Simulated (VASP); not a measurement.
A run of VASP 6.6.1 is set up as follows.

Contents of INCAR:

```
SYSTEM = GdO
PREC = Accurate
ENCUT = 600
EDIFF = 1E-6
ISMEAR = -1
SIGMA = 0.05
LREAL = .FALSE.
LASPH = .TRUE.
NELM = 150
ALGO = Normal
ISIF = 3
LWAVE = .FALSE.
LCHARG = .FALSE.
ISPIN = 2
MAGMOM = 7 0
LORBIT = 11
LMAXMIX = 6
GGA = PS
IVDW = 12
IBRION = 2
NSW = 60
EDIFFG = -0.01
```

The input KPOINTS:

```
Automatic mesh
0
G
  9 9 9
  0 0 0
```

POSCAR

```
GdO
1.0
    0.0000000000      2.7000000000      2.7000000000
    2.7000000000      0.0000000000      2.7000000000
    2.7000000000      2.7000000000      0.0000000000
Gd O
1 1
Direct
    0.0000000000      0.0000000000      0.0000000000
    0.2500000000      0.2500000000      0.2500000000
```

Potentials or basis: VASP PAW PBE potentials, release 64 (Gd, O).

The run is started by

```console
$ cat potpaw_PBE.64/Gd/POTCAR potpaw_PBE.64/O/POTCAR > POTCAR
$ mpirun -np 1 vasp_std > vasp.out
```

Problem. What does it give for the relaxed cell?

Solution. a = 3.720 Å, b = 3.720 Å, c = 3.720 Å, α = 60.00°, β = 60.00°, γ = 60.00°.

Problem. Estimate the space group after relaxing (to 0.1 Å).

Solution. F-43m (No. 216).

Problem. Predict the site moments.

Solution. Gd +6.43; O -0.05 μB.

Final structure:
```xyz
2
Lattice="0.0000 2.6305 2.6305 2.6305 0.0000 2.6305 2.6305 2.6305 0.0000" Properties=species:S:1:pos:R:3 pbc="T T T"
Gd    0.0000    0.0000    0.0000
O     1.3152    1.3152    1.3152
```

Caveat: a cell with one magnetic atom can't hold antiferromagnetic order, which such compounds often take. The state reached can hang on the start; a lower one may exist.
